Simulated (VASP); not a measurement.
Crystal: Hf3H.

```
Hf H
1.0
     2.82246    0.00000    0.00000
    -1.41123    2.44432    0.00000
     0.00000    0.00000    9.36940
Hf H
3 1
Direct
  0.66667 0.33333 0.50000
  0.33333 0.66667 0.24639
  0.33333 0.66667 0.75361
  0.66667 0.33333 0.00000
```

- Program: VASP 6.6.1
- Task: relaxation of cell and atoms
- Functional: PBE
- Potentials or basis: VASP PAW PBE potentials, release 64 (Hf_pv, H)
- Cutoff: 600 eV
- k mesh: 8 × 8 × 2
- Occupations: gaussian, width 0.2 eV
- Spin: no spin polarisation

At the start: pressure 29.3 GPa; volume 16.16 Å³/atom.

How do energy, volume and symmetry change on relaxing?

Over 14 steps the energy falls by 863.2 meV/atom and the volume is 17.22 Å³/atom (+6.5 %); space group P-6m2 (No. 187, to 0.05 Å).

The path:
```
step  energy change (eV)  largest force (eV/Å)  pressure (GPa)  volume (Å³)
   1              0.0000                3.2044           29.32        64.64
   2             -1.0662                0.0258          -15.11        95.98
   3             -1.8182                0.8922           -4.15        81.65
   4             -1.8187                0.9239           -3.72        81.28
   5             -2.2130                1.2714           -2.82        78.29
   6             -2.5289                2.3410            0.59        73.41
   7             -2.8257                2.1578           -0.45        72.39
   8             -3.2992                0.0647            0.38        69.21
   9             -3.3020                1.0270           -0.52        70.01
  10             -3.3174                0.6161           -0.16        69.63
  11             -3.4377                0.2435           -0.52        69.41
  12             -3.4518                0.0822           -0.51        69.28
  13             -3.4517                0.0727           -0.50        69.27
  14             -3.4526                0.0272            0.15        68.87
```

Final structure:
```cif
data_structure
_symmetry_space_group_name_H-M 'P 1'
_symmetry_Int_Tables_number 1
_cell_length_a 3.1748
_cell_length_b 3.1748
_cell_length_c 7.8896
_cell_angle_alpha 90.000
_cell_angle_beta 90.000
_cell_angle_gamma 120.000
_cell_volume 68.87
loop_
_atom_site_label
_atom_site_type_symbol
_atom_site_fract_x
_atom_site_fract_y
_atom_site_fract_z
_atom_site_occupancy
Hf1 Hf 0.66667 0.33333 0.50000 1
Hf2 Hf 0.33333 0.66667 0.18467 1
Hf3 Hf 0.33333 0.66667 0.81533 1
H1 H 0.66667 0.33333 0.00000 1
```

Caveat: the relaxation stopped at a loose force limit of 0.08 eV/Å, so its end isn't a converged minimum.
